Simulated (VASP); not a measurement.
CuRu2, 3 atoms in the cell. The structure is hexagonal, space group P6/mmm (No. 191). Conventional cell: a = 4.290 Å, b = 4.290 Å, c = 2.591 Å, α = 90.00°, β = 90.00°, γ = 120.00°. Cu (site symmetry 6/mmm) has 2 Cu at 2.59 Å and 12 Ru at 2.80 Å within 3.4 Å. Within 3.3 Å of Ru (site symmetry -6m2) lie 5 Ru at 2.48 to 2.59 Å and 6 Cu at 2.80 Å. 

- Program: VASP 6.6.1
- Task: relaxation of cell and atoms
- Functional: PBE
- Potentials or basis: VASP PAW PBE potentials, release 64 (Cu, Ru_pv)
- Cutoff: 600 eV
- k mesh: 12 × 12 × 18
- Occupations: gaussian, width 0.1 eV
- Spin: no spin polarisation
- Dipole correction: no
- Further INCAR settings: ALGO = Fast; EDIFF = 1e-06; IBRION = 2; EDIFFG = -0.01; NSW = 100; ISIF = 3

Potentials or basis: VASP PAW PBE potentials, release 64 (Cu, Ru_pv).

Run with:

```console
$ cat potpaw_PBE.64/Cu/POTCAR potpaw_PBE.64/Ru_pv/POTCAR > POTCAR
$ mpirun -np 1 vasp_std > vasp.out
```

Hardware: 1 thread of AMD EPYC 9R45 (Zen 5), with other jobs on the host.

Task: Estimate the wall time of this run.

Result: Run time: 18 min on 1 thread of AMD EPYC 9R45 (Zen 5) (shared host), peak memory 0.31 GiB. Counts: scf iterations 112, k points 190, ion steps 14.
